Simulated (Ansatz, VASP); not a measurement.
# Al2GaP3 in VASP and in Ansatz

```
Al Ga P
1.0
     3.89466    0.00000    0.00000
    -1.94733    3.37287    0.00000
     0.00000    0.00000    9.52594
Al Ga P
2 1 3
Cartesian
  0.0000 0.0000 0.0022
  0.0000 2.2486 6.3526
  1.9473 1.1243 3.1747
  0.0000 0.0000 7.1425
  0.0000 2.2486 3.9736
  1.9473 1.1243 0.7878
```

Alike in both runs: functional PBE; k mesh 6 × 6 × 2; occupations gaussian, width 0.1 eV; no spin polarisation.

Ansatz relaxed the structure, and its values are those at the end. VASP's run is a single point on that final structure, the one shown.

```csv
,VASP,Ansatz
version,VASP 6.6.1,Ansatz 0.2.0
potentials or method,"VASP PAW PBE potentials, release 64 (Al, Ga_d, P), cutoff 520 eV","scalar-relativistic, plane waves, PAW"
valence electrons in the cell,34,34
```

|  | VASP | Ansatz | Ansatz less VASP |
| --- | --- | --- | --- |
| gap on the k mesh at the Fermi level (eV) | 1.61 | 1.61 | +0.001 |
| least direct gap on the mesh (eV) | 1.99 | 1.99 | +0.004 |
| pressure (GPa) | 0.0 | 0.1 | +0.07 |

With one functional, cell and mesh, what is left measures potentials, basis and numerics.
